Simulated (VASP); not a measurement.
A run of VASP 6.6.1:

INCAR

```
SYSTEM = Y
ALGO = Normal
EDIFF = 1E-6
ENCUT = 520
GGA = PS
ISIF = 2
ISMEAR = -1
LASPH = .TRUE.
LCHARG = .TRUE.
LELF = .TRUE.
LREAL = .FALSE.
LVHAR = .TRUE.
LWAVE = .FALSE.
NBANDS = 12
NELM = 60
PREC = Accurate
SIGMA = 0.08
```

Contents of KPOINTS:

```
k-points
0
G
  12 12 12
  0 0 0
```

POSCAR

```
Y
1.0
    3.0108917278      0.0000000000      0.0000000000
    0.0000000000      3.0108917278      0.0000000000
    0.0000000000      0.0000000000      3.0108917278
Y
1
Direct
    0.0000000000      0.0000000000      0.0000000000
```

Potentials or basis: VASP PAW PBE potentials, release 64 (Y_sv).

Command:

```console
$ cat potpaw_PBE.64/Y_sv/POTCAR > POTCAR
$ mpirun -np 1 vasp_std > vasp.out
```

Hardware: 1 thread of Intel(R) Xeon(R) 6975P-C (Granite Rapids) (shared host).

How long does it take, and how much memory?

Wall time 9.4 s on 1 thread of Intel(R) Xeon(R) 6975P-C (Granite Rapids), on a shared host, peak memory 0.16 GiB. Counts: scf iterations 11, k points 84.
